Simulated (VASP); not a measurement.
Hf:

```
Hf
1.0
     3.19670    0.00000    0.00000
    -1.59835    2.76842    0.00000
     0.00000    0.00000    5.05780
Hf
2
Direct
  0.66667 0.33333 0.75000
  0.33333 0.66667 0.25000
```

```yaml
Program: VASP 6.6.1
Task: relaxation of cell and atoms
Functional: revPBE
Dispersion: D3(BJ)
Potentials_or_basis: VASP PAW PBE potentials, release 64 (Hf_pv)
Cutoff: 600 eV
k_mesh: 10 × 10 × 5
Occupations: fermi-dirac, width 0.05 eV
Spin: no spin polarisation
```

At the start: pressure -3.6 GPa; volume 22.38 Å³/atom.

**Question.** How do energy, volume and symmetry change on relaxing?

**Answer.** Over 3 steps the energy falls by 8.8 meV/atom and the volume is 21.63 Å³/atom (-3.3 %); space group P6_3/mmc (No. 194, to 0.05 Å).

Step by step:
```tsv
step	energy change (eV)	largest force (eV/Å)	pressure (GPa)	volume (Å³)
1	0.0000	0.0000	-3.64	44.76
2	0.0078	0.0000	4.90	41.54
3	-0.0176	0.0000	-0.02	43.27
```

Final structure:
```
Hf
1.0
     3.16223    0.00000    0.00000
    -1.58112    2.73858    0.00000
     0.00000    0.00000    4.99623
Hf
2
Direct
  0.66667 0.33333 0.75000
  0.33333 0.66667 0.25000
```

Caveat: the PAW data sets were made with another functional, which shifts forces and pressure a little; pairwise dispersion overbinds metals, which lowers pressure and volume.
